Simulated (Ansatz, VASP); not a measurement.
**Ge3Te2S in VASP and in Ansatz**

```xyz
6
Lattice="2.8295 -5.4995 0.0000 2.8295 5.4995 0.0000 0.0000 0.0000 5.8626" Properties=species:S:1:pos:R:3 pbc="T T T"
Ge    2.8295    0.0000    0.0000
Ge    2.8295    2.5593    2.9313
Ge    2.8295   -2.5593    2.9313
Te    0.0000    0.0000    2.9313
Te    0.0000    0.0000    0.0000
S     2.8295    0.0000    2.9313
```

Alike in both runs: functional PBE; k mesh 8 × 8 × 6; occupations gaussian, width 0.1 eV; no spin polarisation.

Ansatz relaxed the structure, and its values are those at the end. VASP's run is a single point on that final structure, the one shown.

|  | VASP | Ansatz |
| --- | --- | --- |
| version | VASP 6.6.1 | Ansatz 0.2.0 |
| potentials or method | VASP PAW PBE potentials, release 64 (Ge_d, Te, S), cutoff 520 eV | scalar-relativistic, plane waves, PAW |
| valence electrons in the cell | 60 | 80 |

|  | VASP | Ansatz | Ansatz less VASP |
| --- | --- | --- | --- |
| gap on the k mesh at the Fermi level (eV) | none | none | - |
| pressure (GPa) | 0.0 | 0.0 | +0.01 |

A gap of «none» marks a metal or a gap that the smearing closes. VASP's potentials hold 60 valence electrons a cell and Ansatz's 80, so a difference there can come from the potentials and not from the codes.

Neither program's run includes spin-orbit coupling.
